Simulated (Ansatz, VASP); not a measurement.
TiSi2: VASP beside Ansatz

```
CELL_PARAMETERS angstrom
-1.42775 1.65469 4.06256
1.42775 -1.65469 4.06256
1.42775 1.65469 -4.06256
ATOMIC_POSITIONS crystal
Ti 0.00000 0.00000 0.00000
Si 0.34301 0.34301 0.00000
Si 0.65699 0.65699 0.00000
```

Alike in both runs: task single point; functional LDA; k mesh 18 × 18 × 18; occupations gaussian, width 0.15 eV; no spin polarisation.

```csv
,VASP,Ansatz
version,VASP 6.6.1,Ansatz 0.2.0
potentials or method,"VASP PAW LDA potentials, release 64 (Ti_sv, Si), cutoff 520 eV","scalar-relativistic, plane waves, PAW"
valence electrons in the cell,20,20
```

|  | VASP | Ansatz | Ansatz less VASP |
| --- | --- | --- | --- |
| gap on the k mesh at the Fermi level (eV) | none | none | - |
| pressure (GPa) | 12.1 | 11.9 | -0.20 |
| traceless stress, the component that is largest in VASP (GPa) | 2.85 | 2.81 | -0.034 |
| rms of the force components (eV/Å) | 0.612 | 0.609 | -0.0032 |

Ansatz warns that its potentials were made for another functional, while VASP's fit it. LDA's correlation is that of Perdew and Zunger in VASP and of Perdew and Wang (1992) in Ansatz. Atom by atom the forces differ by 0.003 eV/Å (rms over components). A gap of «none» marks a metal or a gap that the smearing closes.
